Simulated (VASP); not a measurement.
Wanted: the native input for a VASP 6.6.1 run.

* Task: single point
* Functional: r2SCAN
* Potentials or basis: VASP PAW PBE potentials, release 64 (Cd, S)
* Cutoff: 520 eV
* k mesh: 12 × 12 × 4
* Occupations: gaussian, width 0.01 eV
* Spin: no spin polarisation
* Dipole correction: no
* Further INCAR settings: ALGO = Normal; EDIFF = 1e-06; NBANDS = 26

The system is CdS.

```
Cd S
1.0
     4.16460    0.00000    0.00000
    -2.08230    3.60665    0.00000
     0.00000    0.00000    6.63069
Cd S
2 2
Direct
  0.33333 0.66667 0.99656
  0.66667 0.33333 0.49656
  0.33333 0.66667 0.37844
  0.66667 0.33333 0.87844
```

This cell differs from its parent crystal: uniaxial z strain -2.0%.

The input as run:

POSCAR

```
CdS
1.0
    4.1646012827      0.0000000000      0.0000000000
   -2.0823006414      3.6066505075      0.0000000000
    0.0000000000      0.0000000000      6.6306902802
Cd S
2 2
Direct
    0.3333333333      0.6666666667     -0.0034438646
    0.6666666667      0.3333333333      0.4965561354
    0.3333333333      0.6666666667      0.3784438646
    0.6666666667      0.3333333333      0.8784438646
```

INCAR.step1

```
SYSTEM = CdS
PREC = Accurate
ENCUT = 520
ISMEAR = 0
SIGMA = 0.01
LREAL = .FALSE.
LASPH = .TRUE.
NELM = 60
NBANDS = 26
GGA = PE
ALGO = Normal
EDIFF = 1E-4
LWAVE = .TRUE.
LCHARG = .FALSE.
```

INCAR.step2

```
SYSTEM = CdS
PREC = Accurate
ENCUT = 520
EDIFF = 1E-6
ISMEAR = 0
SIGMA = 0.01
LREAL = .FALSE.
LASPH = .TRUE.
NELM = 60
ALGO = Normal
ISIF = 2
LWAVE = .FALSE.
LCHARG = .FALSE.
METAGGA = R2SCAN
LMIXTAU = .TRUE.
NBANDS = 26
ISTART = 1
```

KPOINTS

```
Automatic mesh
0
G
  12 12 4
  0 0 0
```

Potentials or basis: VASP PAW PBE potentials, release 64 (Cd, S).

Command:

```bash
$ cat potpaw_PBE.64/Cd/POTCAR potpaw_PBE.64/S/POTCAR > POTCAR
$ cp INCAR.step1 INCAR
$ mpirun -np 1 vasp_std > vasp.out
$ cp INCAR.step2 INCAR
$ mpirun -np 1 vasp_std > vasp.out
```

It gave:

| Item | Value |
| --- | --- |
| Pressure | 1.6 GPa |
| Largest force | 0.005 eV/Å |
| Band gap on the k mesh | 1.69 eV |

Caveat: the cell differs from its parent crystal (uniaxial z strain -2.0%); the PAW data sets were made with another functional, which shifts forces and pressure a little.

It took 3.2 min on 1 thread of Intel(R) Xeon(R) 6975P-C (Granite Rapids) (shared host), peak memory 0.31 GiB.
